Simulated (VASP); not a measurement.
The system is SrO.

```xyz
4
Lattice="3.5053 0.0000 0.0000 -1.7526 3.0356 0.0000 0.0000 0.0000 6.1333" Properties=species:S:1:pos:R:3 pbc="T T T"
Sr    1.7526    1.0119    4.6000
Sr    0.0000    2.0238    1.5333
O     0.0000    0.0000    3.0666
O     0.0000    0.0000    0.0000
```

Base run:

```yaml
Program: VASP 6.6.1
Functional: r2SCAN
Potentials_or_basis: VASP PAW PBE potentials, release 64 (Sr_sv, O)
Cutoff: 520 eV
k_mesh: 9 × 9 × 5
Occupations: fermi-dirac, width 0.05 eV
Spin: no spin polarisation
```

Its results: band gap on the k mesh 3.53 eV (least direct gap 3.79 eV); pressure 4.2 GPa.

**Question.** The run is repeated on the same cell with these changes: functional from r2SCAN to LDA; potentials or basis from VASP PAW PBE potentials, release 64 (Sr_sv, O) to VASP PAW LDA potentials, release 64 (Sr_sv, O). What comes out?

**Answer.** Band gap on the k mesh 2.92 eV (least direct gap 3.11 eV); pressure -1.5 GPa.

Caveats: the cell stands under pressure (at least some runs); the PAW data sets were made with another functional, which shifts forces and pressure a little (at least some runs).

A k mesh can miss the band edges.
